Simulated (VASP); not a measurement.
Input of a VASP 6.6.1 run:

The input INCAR:

```
  PREC = Accurate
  ENCUT = 520
  EDIFF = 1E-6
  ISMEAR = 0
  SIGMA = 0.05
  LREAL = F
  LASPH = T
  NELM = 100
  ALGO = Fast
  ISIF = 2
  LWAVE = F
  LCHARG = T
  GGA = PS
  LELF = T
  LVHAR = T
  NBANDS = 64
```

The input KPOINTS:

```
Automatic mesh
0
Gamma
  9 9 1
```

Contents of POSCAR:

```
Te2Mo
1.0
    3.4932091909      0.0000000000      0.0000000000
   -1.7466045954      3.0252079000      0.0000000000
    0.0000000000      0.0000000000     37.5161156315
Te Mo
8 4
Direct
    0.4418927421      0.7461376695      0.8675052961
    0.3333333333      0.6666666667      0.2318351738
    0.6666666667      0.3333333333      0.6719958813
    0.6666666667      0.3333333333      0.0453069351
    0.6666666667      0.3333333333      0.7681648262
    0.6666666667      0.3333333333      0.1415574758
    0.3333333333      0.6666666667      0.9546930649
    0.3333333333      0.6666666667      0.3280041187
    0.3333333333      0.6666666667      0.7200184287
    0.3333333333      0.6666666667      0.0934314856
    0.6666666667      0.3333333333      0.9065685144
    0.6666666667      0.3333333333      0.2799815713
```

Potentials or basis: VASP PAW PBE potentials, release 64 (Te, Mo_sv).

Launch:

```bash
$ cat potpaw_PBE.64/Te/POTCAR potpaw_PBE.64/Mo_sv/POTCAR > POTCAR
$ mpirun -np 1 vasp_std > vasp.out
```

Question: Estimate the largest force.

Answer: 8.493 eV/Å.

Question: Estimate the band gap on the k mesh.

Answer: Zero (bands 52 and 53 overlap by 0.08 eV).

Forces in eV/Å, atoms in the order of the input:
```
Te  -1.964 -3.582 -7.446
Te   0.000  0.000 -0.033
Te   0.000 -0.001 -0.035
Te   0.000  0.000 -0.034
Te   0.004  0.006  0.077
Te   0.001  0.001  0.037
Te  -0.177 -0.071  0.761
Te   0.000  0.000  0.034
Mo   0.009  0.008  0.041
Mo  -0.004 -0.002 -0.005
Mo   2.132  3.641  6.604
Mo   0.000  0.000 -0.002
```

Caveat: the cell differs from its parent crystal (atom 1 (Te) moved by +0.340 Å along x and +0.340 Å along [0 0 1]); there is no dipole correction, which matters where the two faces differ; the PAW data sets were made with another functional, which shifts forces and pressure a little; spin-orbit coupling is left out, which moves the levels of the heavy elements.
